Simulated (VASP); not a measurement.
Here is a VASP 6.6.1 calculation.

File INCAR:

```
ALGO = Normal ; EDIFF = 1E-6
ENCUT = 520 ; GGA = CA
ISIF = 2 ; ISMEAR = 1
ISPIN = 2 ; LASPH = True
LCHARG = False ; LMAXMIX = 4
LORBIT = 11 ; LREAL = False
LWAVE = False ; MAGMOM = 0 1.5
NBANDS = 22 ; NELM = 150
PREC = Accurate ; SIGMA = 0.01
```

The input KPOINTS:

```
k-points
0
Gamma
  8 8 8
```

Contents of POSCAR:

```
ZnNi
1.0
    2.9083000000      0.0000000000      0.0000000000
    0.0000000000      2.9083000000      0.0000000000
    0.0000000000      0.0000000000      2.9083000000
Zn Ni
1 1
Direct
    0.5000000000      0.5000000000      0.5000000000
    0.0000000000      0.0000000000      0.0000000000
```

Potentials or basis: VASP PAW LDA potentials, release 64 (Zn, Ni).

The run is started by

```bash
$ cat potpaw_LDA.64/Zn/POTCAR potpaw_LDA.64/Ni/POTCAR > POTCAR
$ mpirun -np 1 vasp_std > vasp.out
```

Task: Estimate the net moment.

Result: 0.08 μB per cell.

Task: What does it give for the site moments?

Result: Zn +0.00; Ni +0.08 μB.

Task: Estimate the pressure.

Result: -15.1 GPa.

Caveat: the cell stands under tension.
